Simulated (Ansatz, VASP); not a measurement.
Given: the input of a run of VASP 6.6.1 on FePt.

The input INCAR:

```
SYSTEM = FePt
ALGO = Normal ; EDIFF = 1E-7
ENCUT = 520 ; GGA = PS
ISIF = 2 ; ISMEAR = -1
ISPIN = 2 ; LASPH = .True.
LCHARG = .False. ; LMAXMIX = 4
LORBIT = 11 ; LREAL = .False.
LWAVE = .False. ; MAGMOM = 0 3
NBANDS = 20 ; NELM = 150
PREC = Accurate ; SIGMA = 0.05
```

KPOINTS

```
k-points
0
Gamma
  10 10 7
  0 0 0
```

The input POSCAR:

```
FePt
1.0
    2.7235000000      0.0000000000      0.0000000000
    0.0000000000      2.7235000000      0.0000000000
    0.0000000000      0.0000000000      3.7200000000
Pt Fe
1 1
Direct
    0.4965890000      0.4972740000      0.5021890000
   -0.0087830000      0.0190000000      0.0115830000
```

Potentials or basis: VASP PAW PBE potentials, release 64 (Pt, Fe).

Launch:

```console
$ cat potpaw_PBE.64/Pt/POTCAR potpaw_PBE.64/Fe/POTCAR > POTCAR
$ mpirun -np 1 vasp_std > vasp.out
```

Translate it to Ansatz 0.2.0. Potentials there: Ansatz PAW.

As run (the cutoff follows the program's own potentials):

Contents of input.yaml:

```yaml
crystal:
  lattice:
    - [2.7235, 0.0, 0.0]
    - [0.0, 2.7235, 0.0]
    - [0.0, 0.0, 3.72]
  atoms:
    - { symbol: Pt, position: [0.496589, 0.497274, 0.502189] }
    - { symbol: Fe, position: [-0.008783, 0.019, 0.011583], spin: 3.0 }
hamiltonian:
  xc: pbesol
  pseudopotentials: { kind: paw }
magnetization:
  spin_polarized: true
kpoints:
  mp_grid: { grid: [10, 10, 7] }
scf:
  occupations: { method: fermi_dirac, width: 0.05 }
output:
  forces: true
  stress: true
  eigenvalues: true
```

Potentials or basis: Ansatz PAW.

Launch:

```sh
$ ansatz run input.yaml --threads 1 --pin off --max-ram 3584MiB --backend cpu --events-out ev --progress --plain --runs-dir out
```

Both were run:

|  | VASP | Ansatz | Ansatz less VASP |
| --- | --- | --- | --- |
| gap on the k mesh at the Fermi level (eV) | none | none | - |
| pressure (GPa) | -6.0 | -5.7 | +0.32 |
| traceless stress, the component that is largest in VASP (GPa) | 0.74 | 0.69 | -0.046 |
| rms of the force components (eV/Å) | 0.216 | 0.218 | +0.0027 |
| net moment per atom (μB) | 1.64 | 1.64 | +0.003 |
| size of the moment on the site where the two differ most (μB) | 0.34 | 0.39 | +0.054 |

VASP's potentials were made for PBE, not for PBEsol. Site moments also hang on the region over which each program counts them. Atom by atom the forces differ by 0.003 eV/Å (rms over components). A gap of «none» marks a metal or a gap that the smearing closes. With one functional, cell and mesh, what is left measures potentials, basis and numerics. VASP's potentials hold 18 valence electrons a cell and Ansatz's 34, so a difference there can come from the potentials and not from the codes.

Neither program's run includes spin-orbit coupling.
